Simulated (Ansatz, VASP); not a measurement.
# TiCo3: VASP beside Ansatz

The input INCAR:

```
SYSTEM = TiCo3
ALGO = Fast ; EDIFF = 1E-7
ENCUT = 520 ; GGA = PS
ISIF = 2 ; ISMEAR = 0
ISPIN = 2 ; LASPH = .True.
LCHARG = .True. ; LELF = .True.
LMAXMIX = 4 ; LORBIT = 11
LREAL = .False. ; LVHAR = .True.
LWAVE = .False. ; MAGMOM = -0.42 1.21 1.21 1.21
NBANDS = 32 ; NELM = 150
PREC = Accurate ; SIGMA = 0.1
```

Contents of KPOINTS:

```
k-points
0
Gamma
  4 4 4
  0 0 0
```

File POSCAR:

```
TiCo3
1.0
    3.6140000000      0.0000000000      0.0000000000
    0.0000000000      3.6140000000      0.0000000000
    0.0000000000      0.0000000000      3.6140000000
Ti Co
1 3
Direct
    0.0000000000      0.0000000000      0.0000000000
    0.0000000000      0.5000000000      0.5000000000
    0.5000000000      0.0000000000      0.5000000000
    0.5000000000      0.5000000000      0.0000000000
```

Input for Ansatz:

```yaml
crystal:
  lattice:
    - [3.614, 0.0, 0.0]
    - [0.0, 3.614, 0.0]
    - [0.0, 0.0, 3.614]
  atoms:
    - { symbol: Ti, position: [0.0, 0.0, 0.0], spin: -0.42 }
    - { symbol: Co, position: [0.0, 0.5, 0.5], spin: 1.21 }
    - { symbol: Co, position: [0.5, 0.0, 0.5], spin: 1.21 }
    - { symbol: Co, position: [0.5, 0.5, 0.0], spin: 1.21 }
basis:
  ecutwfc: 420
kpoints:
  mp_grid: { grid: [4, 4, 4] }
hamiltonian:
  xc: pbesol
scf:
  occupations: { method: gaussian, width: 0.1 }
output:
  forces: true
  stress: true
  eigenvalues: true
  populations: true
magnetization:
  spin_polarized: true
```

Alike in both runs: task single point; functional PBEsol; k mesh 4 × 4 × 4; occupations gaussian, width 0.1 eV; collinear spin.

```csv
,VASP,Ansatz
version,VASP 6.6.1,Ansatz 0.2.0
potentials or method,"VASP PAW PBE potentials, release 64 (Ti_sv, Co), cutoff 520 eV","scalar-relativistic, plane waves, PAW"
valence electrons in the cell,39,63
```

```csv
,VASP,Ansatz,Ansatz less VASP
gap on the k mesh at the Fermi level (eV),none,none,-
pressure (GPa),-15.4,-10.6,+4.84
net moment per atom (μB),0.18,0.66,+0.483
size of the moment on the site where the two differ most (μB),0.30,1.07,+0.769
```

The net moments are unlike, so the other rows may belong to different states. VASP's potentials were made for PBE, not for PBEsol. Site moments also hang on the region over which each program counts them. A gap of «none» marks a metal or a gap that the smearing closes. VASP's potentials hold 39 valence electrons a cell and Ansatz's 63, so a difference there can come from the potentials and not from the codes.

The k mesh is coarse, so the values compare programs but aren't converged.
